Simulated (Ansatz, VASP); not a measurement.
# One calculation of AgB, two programs

```
Ag B
1.0
     3.28200    0.00000    0.00000
    -1.64100    2.84230    0.00000
     0.00000    0.00000    2.76619
Ag B
1 1
Direct
  0.33333 0.66667 0.50000
  0.00000 0.00000 0.00000
```

Alike in both runs: functional PBE; k mesh 18 × 18 × 20; occupations gaussian, width 0.1 eV; no spin polarisation.

Ansatz relaxed the structure, and its values are those at the end. VASP's run is a single point on that final structure, the one shown.

|  | VASP | Ansatz |
| --- | --- | --- |
| version | VASP 6.6.1 | Ansatz 0.2.0 |
| potentials or method | VASP PAW PBE potentials, release 64 (Ag, B), cutoff 520 eV | scalar-relativistic, plane waves, PAW |
| valence electrons in the cell | 14 | 22 |

VASP gave:

- gap on the k mesh at the Fermi level (eV): none
- pressure (GPa): -0.1

**Question.** Which values does Ansatz return?

**Answer.** gap on the k mesh at the Fermi level (eV): none; pressure (GPa): 0.0.

A gap of «none» marks a metal or a gap that the smearing closes. The functional is the same, so the differences come from potentials, cutoffs and numerics. VASP's potentials hold 14 valence electrons a cell and Ansatz's 22, so a difference there can come from the potentials and not from the codes.
